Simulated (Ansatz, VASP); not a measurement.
# MnO in VASP and in Ansatz

```xyz
2
Lattice="2.6724 0.0000 0.0000 0.0000 2.6724 0.0000 0.0000 0.0000 2.6724" Properties=species:S:1:pos:R:3 pbc="T T T"
Mn    0.0000    0.0000    0.0000
O     1.3362    1.3362    1.3362
```

Alike in both runs: task single point; functional PBEsol-based global hybrid; k mesh 5 × 5 × 5; occupations fermi-dirac, width 0.05 eV; collinear spin.

|  | VASP | Ansatz |
| --- | --- | --- |
| version | VASP 6.6.1 | Ansatz 0.2.0 |
| potentials or method | VASP PAW PBE potentials, release 64 (Mn_pv, O) | Ansatz PAW |
| plane-wave cutoff (eV) | 520 | 420 |
| valence electrons in the cell | 19 | 21 |

|  | VASP | Ansatz | Ansatz less VASP |
| --- | --- | --- | --- |
| gap on the k mesh at the Fermi level (eV) | 2.76 | 2.72 | -0.039 |
| least direct gap on the mesh (eV) | 3.79 | 3.78 | -0.016 |
| pressure (GPa) | 11.1 | 10.5 | -0.61 |
| net moment per atom (μB) | 2.50 | 2.50 | +0.001 |
| size of the moment on the site where the two differ most (μB) | 4.57 | 4.35 | -0.219 |

VASP's potentials were made for PBE, not for PBEsol-based global hybrid. Site moments also hang on the region over which each program counts them. VASP's potentials hold 19 valence electrons a cell and Ansatz's 21, so a difference there can come from the potentials and not from the codes.

The k mesh is coarse, so the values compare programs but aren't converged. Noted on Ansatz's run: the magnetic or orbital state may not be the lowest; odd divisions of the mesh miss points on the zone boundary, where band edges often lie, so the gap on the mesh can be too wide.
